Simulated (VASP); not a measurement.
A run of VASP 6.6.1 is set up as follows.

The input INCAR:

```
SYSTEM = Si5PdW2
PREC = Accurate ; ENCUT = 600
EDIFF = 1E-6 ; ISMEAR = 0
SIGMA = 0.2 ; LREAL = .FALSE.
LASPH = .TRUE. ; NELM = 80
ALGO = Normal ; ISIF = 3
LWAVE = .FALSE. ; LCHARG = .FALSE.
GGA = PE ; IBRION = 2
NSW = 36 ; EDIFFG = -0.08
```

Contents of KPOINTS:

```
regular mesh
0
G
  5 5 2
  0 0 0
```

Contents of POSCAR:

```
Si5PdW2
1.0
    3.2500000000      0.0000000000      0.0000000000
    0.0000000000      3.2500000000      0.0000000000
    0.0000000000      0.0000000000     11.3000000000
Si Pd W
5 1 2
Direct
    0.5000000000      0.5000000000      0.8750000000
    0.0000000000      0.0000000000      0.7500000000
    0.5000000000      0.5000000000      0.1250000000
    0.0000000000      0.0000000000      0.2500000000
    0.0000000000      0.0000000000      0.5000000000
    0.0000000000      0.0000000000      0.0000000000
    0.5000000000      0.5000000000      0.6250000000
    0.5000000000      0.5000000000      0.3750000000
```

Potentials or basis: VASP PAW PBE potentials, release 64 (Si, Pd, W_sv).

Launch:

```bash
$ cat potpaw_PBE.64/Si/POTCAR potpaw_PBE.64/Pd/POTCAR potpaw_PBE.64/W_sv/POTCAR > POTCAR
$ mpirun -np 1 vasp_std > vasp.out
```

Question: Estimate the space group after relaxing (to 0.1 Å).

Answer: P4/mmm (No. 123).

Question: Predict the relaxed cell.

Answer: a = 3.249 Å, b = 3.249 Å, c = 10.655 Å, α = 90.00°, β = 90.00°, γ = 90.00°.

Question: What does it give for the band gap on the k mesh?

Answer: Zero (bands 29 and 30 overlap by 1.19 eV).

Question: Estimate the relaxed volume.

Answer: 14.06 Å³/atom.

Stress tensor (GPa, compression positive):
```
0.29 0.00 0.00
0.00 0.29 0.00
0.00 0.00 0.64
```

Caveat: the k points lie up to 0.39 Å⁻¹ apart in the final cell, too coarse for converged energies and pressures of a metal; spin-orbit coupling is left out, which moves the levels of the heavy elements.
